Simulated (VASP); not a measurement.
A run of VASP 6.6.1 is set up as follows.

INCAR

```
SYSTEM = Be
  PREC = Accurate
  ENCUT = 600
  EDIFF = 1E-6
  ISMEAR = 1
  SIGMA = 0.02
  LREAL = .False.
  LASPH = .True.
  NELM = 80
  ALGO = Normal
  ISIF = 3
  LWAVE = .False.
  LCHARG = .False.
  GGA = CA
  IBRION = 2
  NSW = 80
  EDIFFG = -0.02
```

Contents of KPOINTS:

```
regular mesh
0
Gamma
  11 11 6
  0 0 0
```

File POSCAR:

```
Be
1.0
    2.2853000000      0.0000000000      0.0000000000
   -1.1426500000      1.9791278553      0.0000000000
    0.0000000000      0.0000000000      3.5842000000
Be
2
Direct
    0.3333333333      0.6666666667      0.2500000000
    0.6666666667      0.3333333333      0.7500000000
```

Potentials or basis: VASP PAW LDA potentials, release 64 (Be).

Run with:

```bash
$ cat potpaw_LDA.64/Be/POTCAR > POTCAR
$ mpirun -np 1 vasp_std > vasp.out
```

**Question.** What does it give for the relaxed volume?

**Answer.** 7.56 Å³/atom.

**Question.** Predict the band gap on the k mesh.

**Answer.** Zero (band 2 reaches 7.76 eV, above the bottom of band 3 at 7.36 eV).

Final structure:
```yaml
crystal:
  lattice:
    - [2.22948, 0.00000, 0.00000]
    - [-1.11474, 1.93079, 0.00000]
    - [0.00000, 0.00000, 3.51362]
  atoms:
    - { symbol: Be, position: [0.33333, 0.66667, 0.25000] }
    - { symbol: Be, position: [0.66667, 0.33333, 0.75000] }
```

LDA usually gives volumes a few per cent too small. Zero-point motion and thermal expansion aren't in these numbers.
